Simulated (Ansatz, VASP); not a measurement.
AlRu: VASP beside Ansatz

```
CELL_PARAMETERS angstrom
3.12326 0.00000 0.00000
0.00000 3.12326 0.00000
0.00000 0.00000 3.12326
ATOMIC_POSITIONS crystal
Al 0.00000 0.00000 0.00000
Ru 0.50000 0.50000 0.50000
```

Alike in both runs: task single point; functional PBE; k mesh 14 × 14 × 14; occupations gaussian, width 0.1 eV; no spin polarisation.

```csv
,VASP,Ansatz
version,VASP 6.6.1,Ansatz 0.2.0
potentials or method,"VASP PAW PBE potentials, release 64 (Al, Ru_pv), cutoff 520 eV","scalar-relativistic, plane waves, PAW"
valence electrons in the cell,17,19
```

```csv
,VASP,Ansatz,Ansatz less VASP
gap on the k mesh at the Fermi level (eV),none,none,-
pressure (GPa),-18.4,-18.3,+0.06
```

A gap of «none» marks a metal or a gap that the smearing closes. VASP's potentials hold 17 valence electrons a cell and Ansatz's 19, so a difference there can come from the potentials and not from the codes.
